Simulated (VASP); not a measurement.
Sc3W:

```
Sc W
1.0
     2.96458    0.00000    0.00000
    -1.48229    2.56740    0.00000
     0.00000    0.00000    8.91184
Sc W
3 1
Cartesian
  1.4823 0.8558 4.4559
  0.0000 1.7116 2.2885
  0.0000 1.7116 6.6233
  1.4823 0.8558 0.0000
```

The cell was generated, and may not be a known phase.

| Item | Value |
| --- | --- |
| Program | VASP 6.6.1 |
| Task | relaxation of cell and atoms |
| Functional | PBE |
| Potentials or basis | VASP PAW PBE potentials, release 64 (Sc_sv, W_sv) |
| Cutoff | 600 eV |
| k mesh | 6 × 6 × 2 |
| Occupations | gaussian, width 0.1 eV |
| Spin | no spin polarisation |

At the start: pressure 24.4 GPa; volume 16.96 Å³/atom.

Problem. How do energy, volume and symmetry change on relaxing?

Solution. Over 10 steps the energy falls by 388.0 meV/atom and the volume is 21.14 Å³/atom (+24.6 %); space group P-6m2 (No. 187, to 0.1 Å) before and after.

The path:
```tsv
step	energy change (eV)	largest force (eV/Å)	pressure (GPa)	volume (Å³)
1	0.0000	1.2866	24.41	67.83
2	-0.8281	1.1927	-10.26	96.37
3	-1.2150	1.2807	-1.81	84.51
4	-1.4129	0.8678	-1.12	83.97
5	-1.4852	0.5375	-0.17	83.40
6	-1.4873	0.4791	0.05	83.28
7	-1.5338	0.2524	0.64	83.24
8	-1.5465	0.0281	1.31	83.19
9	-1.5467	0.0494	-1.31	85.90
10	-1.5521	0.0385	-0.04	84.55
```

Final structure:
```
Sc W
1.0
     3.09588    0.00000    0.00000
    -1.54794    2.68111    0.00000
     0.00000    0.00000   10.18612
Sc W
3 1
Direct
  0.66667 0.33333 0.50000
  0.33333 0.66667 0.23122
  0.33333 0.66667 0.76878
  0.66667 0.33333 0.00000
```

Caveat: the k points lie up to 0.39 Å⁻¹ apart in the final cell, too coarse for converged energies and pressures of a metal; the volume moved by over 15 % at a fixed basis, so the end points are rough.
